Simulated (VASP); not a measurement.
Input of a VASP 6.6.1 run:

File INCAR:

```
SYSTEM = As
PREC     = Accurate       ! precision mode
ENCUT    = 600            ! plane-wave cutoff, eV
EDIFF    = 1E-7           ! SCF threshold, eV
ISMEAR   = -1             ! smearing method
SIGMA    = 0.1            ! smearing width, eV
LREAL    = .FALSE.        ! projectors in reciprocal space
LASPH    = .TRUE.         ! aspherical terms in the spheres
NELM     = 80             ! most SCF steps
ALGO     = Normal         ! electronic algorithm
ISIF     = 3              ! what is computed and relaxed
LWAVE    = .FALSE.        ! write WAVECAR
LCHARG   = .FALSE.        ! write CHGCAR
GGA      = PE             ! functional
IBRION   = 2              ! ionic algorithm
NSW      = 80             ! ionic steps
EDIFFG   = -0.01          ! ionic threshold
```

Contents of KPOINTS:

```
Automatic mesh
0
G
  13 13 13
  0 0 0
```

The input POSCAR:

```
As
1.0
    0.0000000000      2.0916114635      2.0916114635
    2.0916114635      0.0000000000      2.0916114635
    2.0916114635      2.0916114635      0.0000000000
As
1
Direct
    0.0000000000      0.0000000000      0.0000000000
```

Potentials or basis: VASP PAW PBE potentials, release 64 (As).

The run is started by

```sh
$ cat potpaw_PBE.64/As/POTCAR > POTCAR
$ mpirun -np 1 vasp_std > vasp.out
```

Task: Predict the space group after relaxing (to 0.05 Å).

Result: Fm-3m (No. 225).

Task: Predict the relaxed cell.

Result: a = 3.014 Å, b = 3.014 Å, c = 3.014 Å, α = 60.00°, β = 60.00°, γ = 60.00°.

Final structure:
```
As
1.0
     0.00000    2.13118    2.13118
     2.13118    0.00000    2.13118
     2.13118    2.13118    0.00000
As
1
Direct
  0.00000 0.00000 0.00000
```
